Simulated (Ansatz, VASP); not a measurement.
**One calculation of AlO2, two programs**

INCAR

```
ALGO = Normal
EDIFF = 1E-7
EDIFFG = -0.04
ENCUT = 600
GGA = PE
IBRION = 2
ISIF = 3
ISMEAR = 0
ISPIN = 2
LASPH = True
LCHARG = False
LORBIT = 11
LREAL = False
LWAVE = False
MAGMOM = 0 0.48 0.48
NELM = 150
NSW = 90
PREC = Accurate
SIGMA = 0.1
```

The input KPOINTS:

```
k-points
0
Gamma
  6 6 6
```

Contents of POSCAR:

```
AlO2
1.0
    2.7385727373      0.0000000000      0.0000000000
    0.0000000000      2.7385727373      0.0000000000
    0.0000000000      0.0000000000      3.7108659026
Al O
1 2
Direct
    0.0000000000      0.0000000000      0.5000000000
    0.0000000000      0.0000000000      0.0000000000
    0.5000000000      0.5000000000      0.5000000000
```

Input for Ansatz:

```yaml
crystal:
  lattice:
    - [2.7385727373, 0.0, 0.0]
    - [0.0, 2.7385727373, 0.0]
    - [0.0, 0.0, 3.7108659026]
  atoms:
    - { symbol: Al, position: [0.0, 0.0, 0.5] }
    - { symbol: O, position: [0.0, 0.0, 0.0], spin: 0.48 }
    - { symbol: O, position: [0.5, 0.5, 0.5], spin: 0.48 }
basis:
  ecutwfc: 420
kpoints:
  mp_grid: { grid: [6, 6, 6] }
hamiltonian:
  xc: pbe
scf:
  occupations: { method: gaussian, width: 0.1 }
  lower_state_search: "off"
output:
  forces: true
  stress: true
  eigenvalues: true
  populations: true
magnetization:
  spin_polarized: true
relax:
  adjacent_minimum: "off"
  f_tol: 0.04
  max_steps: 70
  cell: { stress_tol: 0.4 }
```

Alike in both runs: task relaxation of cell and atoms; functional PBE; k mesh 6 × 6 × 6; occupations gaussian, width 0.1 eV; collinear spin.

```csv
,VASP,Ansatz
version,VASP 6.6.1,Ansatz 0.2.0
potentials or method,"VASP PAW PBE potentials, release 64 (Al, O), cutoff 600 eV","scalar-relativistic, plane waves, PAW"
valence electrons in the cell,15,15
```

```csv
,VASP,Ansatz,Ansatz less VASP
"gap on the k mesh at the Fermi level, each at its own relaxed structure (eV)",none,none,-
net moment per atom (μB),0.33,0.33,0.000
size of the moment on the site where the two differ most (μB),0.17,0.18,+0.010
relaxed volume (Å³/atom),9.23,9.28,+0.051
relaxed cell length with the largest relative difference (Å),2.741,2.748,+0.0073
```

Site moments also hang on the region over which each program counts them. A gap of «none» marks a metal or a gap that the smearing closes.

The k mesh is coarse, so the values compare programs but aren't converged.
